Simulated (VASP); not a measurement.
GdN: single point with r2SCAN+rVV10+U

Crystal: GdN.

```
Gd N
1.0
     0.00000    2.46879    2.46879
     2.46879    0.00000    2.46879
     2.46879    2.46879    0.00000
Gd N
1 1
Direct
  0.50000 0.50000 0.50000
  0.00000 0.00000 0.00000
```

This cell differs from its parent crystal: volume scaled by 0.98.

```yaml
Program: VASP 6.6.1
Task: single point
Functional: r2SCAN
Dispersion: rVV10
Potentials_or_basis: VASP PAW PBE potentials, release 64 (Gd, N)
Cutoff: 520 eV
k_mesh: 8 × 8 × 8
Occupations: gaussian, width 0.05 eV
Spin: collinear spin, ferrimagnetic start
Starting_moments: "[7.65, -0.18] μB"
Hubbard_terms: Gd f U = 4.0 eV
Dipole_correction: no
Further_INCAR_settings: ALGO = Normal; EDIFF = 1e-07; NBANDS = 22
```

```
Pressure                                              : 3.8 GPa
Band gap on the k mesh                                : zero (filled and empty bands overlap)
Net moment                                            : 7.00 μB per cell
Site moments                                          : Gd +6.83; N -0.14 μB
Valence electrons inside the program's atomic spheres : Gd 15.25; N 3.69
```

Levels at points of the mesh, in eV from the Fermi level:
Spin up:
```tsv
k point	band 11	band 12	band 13	band 14	band 15	band 16	band 17	band 18	band 19	band 20
(0.00, 0.00, 0.00)	-5.38	-5.38	0.23	0.23	0.23	2.86	2.86	2.86	4.09	5.08
(0.50, 0.00, 0.00)	-5.37	-5.35	-4.44	-2.63	-2.63	5.77	6.43	6.43	7.32	10.85
(0.50, 0.50, 0.00)	-5.44	-5.42	-1.35	-0.22	-0.18	-0.18	7.02	7.32	8.14	8.14
```
Spin down:
```tsv
k point	band 4	band 5	band 6	band 7	band 8	band 9	band 10	band 11	band 12	band 13
(0.00, 0.00, 0.00)	-18.89	-13.83	-0.55	-0.55	-0.55	3.82	3.82	3.82	4.79	4.88
(0.50, 0.00, 0.00)	-19.00	-11.70	-4.12	-2.57	-2.57	4.92	5.31	5.31	5.67	5.67
(0.50, 0.50, 0.00)	-19.37	-13.64	-0.97	-0.56	-0.56	0.55	5.42	5.42	5.56	5.56
```

Eigenvalues of the final occupation matrices:
```csv
site,spin,trace,eigenvalues
site 1 f,1,6.94,0.99 0.99 0.99 0.99 0.99 0.99 0.99
site 1 f,2,0.05,0.00 0.00 0.00 0.00 0.01 0.01 0.01
```

It took 4.3 min on 1 thread of Intel(R) Xeon(R) Platinum 8488C (Sapphire Rapids) (shared host), peak memory 0.31 GiB.

Caveat: the PAW data sets were made with another functional, which shifts forces and pressure a little; spin-orbit coupling is left out, which moves the levels of the heavy elements; a cell with one magnetic atom can't hold antiferromagnetic order, which such compounds often take. The state reached can hang on the start; a lower one may exist.
